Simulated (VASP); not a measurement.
AlSn4:

```
Al Sn
1.0
     5.79960    0.00000    0.00000
    -2.89980    5.02260    0.00000
     0.00000    0.00000    4.76318
Al Sn
1 4
Direct
  0.00000 0.00000 0.00000
  0.54105 0.00000 0.50000
  0.00000 0.54105 0.50000
  0.45895 0.45895 0.50000
  0.00000 0.00000 0.50000
```

The cell was generated, and may not be a known phase.

* Program: VASP 6.6.1
* Task: relaxation of cell and atoms
* Functional: PBE
* Potentials or basis: VASP PAW PBE potentials, release 64 (Al, Sn_d)
* Cutoff: 600 eV
* k mesh: 3 × 3 × 4
* Occupations: gaussian, width 0.1 eV
* Spin: no spin polarisation

At the start: pressure 18.0 GPa; volume 27.75 Å³/atom.

Problem. How do energy, volume and symmetry change on relaxing?

Solution. Over 12 steps the energy falls by 507.4 meV/atom and the volume is 37.42 Å³/atom (+34.8 %); space group P-62m (No. 189, to 0.1 Å) before, P6/mmm (No. 191, to 0.1 Å).

Step by step:
| step | energy change (eV) | largest force (eV/Å) | pressure (GPa) | volume (Å³) |
| --- | --- | --- | --- | --- |
| 1 | 0.0000 | 1.2546 | 17.95 | 138.75 |
| 2 | -2.1055 | 0.2892 | -2.87 | 210.79 |
| 3 | -2.3504 | 0.4892 | 0.05 | 187.57 |
| 4 | -2.3501 | 0.4768 | -0.14 | 188.64 |
| 5 | -2.4033 | 0.4536 | -0.20 | 189.48 |
| 6 | -2.4493 | 0.3115 | -0.01 | 191.34 |
| 7 | -2.4851 | 0.2173 | -0.30 | 191.86 |
| 8 | -2.5194 | 0.0529 | -0.71 | 192.85 |
| 9 | -2.5308 | 0.0151 | 0.63 | 184.00 |
| 10 | -2.5361 | 0.0112 | 0.11 | 187.07 |
| 11 | -2.5365 | 0.0019 | 0.00 | 187.10 |
| 12 | -2.5372 | 0.0046 | 0.03 | 187.09 |

Final structure:
```
Al Sn
1.0
     6.42690    0.00000    0.00000
    -3.21345    5.56586    0.00000
     0.00000    0.00000    5.23006
Al Sn
1 4
Cartesian
  0.0000 0.0000 0.0000
  3.2152 0.0000 2.6150
  4.8193 2.7844 2.6150
  1.6059 2.7814 2.6150
  0.0000 0.0000 2.6150
```

Caveat: the k points lie up to 0.38 Å⁻¹ apart in the final cell, too coarse for converged energies and pressures of a metal; the volume moved by over 15 % at a fixed basis, so the end points are rough.
